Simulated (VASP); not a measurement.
# NaF (Villiaumite): single point with r2SCAN

NaF (Villiaumite):

```
CELL_PARAMETERS angstrom
0.00000 2.29755 2.29755
2.29755 0.00000 2.29755
2.29755 2.29755 0.00000
ATOMIC_POSITIONS crystal
Na 0.00000 0.00000 0.00000
F 0.50000 0.50000 0.50000
```

| Quantity | Value |
| --- | --- |
| Program | VASP 6.6.1 |
| Task | single point |
| Functional | r2SCAN |
| Potentials or basis | VASP PAW PBE potentials, release 64 (Na_pv, F) |
| Cutoff | 520 eV |
| k mesh | 10 × 10 × 10 |
| Occupations | fermi-dirac, width 0.02 eV |
| Spin | no spin polarisation |
| Dipole correction | no |
| Further INCAR settings | ALGO = Normal; EDIFF = 1e-06; NBANDS = 14 |

The pressure is -0.9 GPa and the band gap on the k mesh is 7.32 eV, direct.

Levels at points of the mesh, in eV from the valence-band top:
```
           k point  band 5  band 6  band 7  band 8  band 9  band 10
(0.00, 0.00, 0.00)    0.00    0.00    0.00    7.32   19.97    19.97
(0.50, 0.00, 0.00)   -1.61   -0.28   -0.28   11.79   13.64    21.70
(0.50, 0.50, 0.00)   -1.30   -0.41   -0.41   14.01   14.29    15.11
```

It took 26 s on 1 thread of Intel(R) Xeon(R) Platinum 8124M CPU @ 3.00GHz (Skylake/Cascade Lake), on a shared host, peak memory 0.14 GiB.

Caveat: the PAW data sets were made with another functional, which shifts forces and pressure a little. A k mesh can miss the band edges.
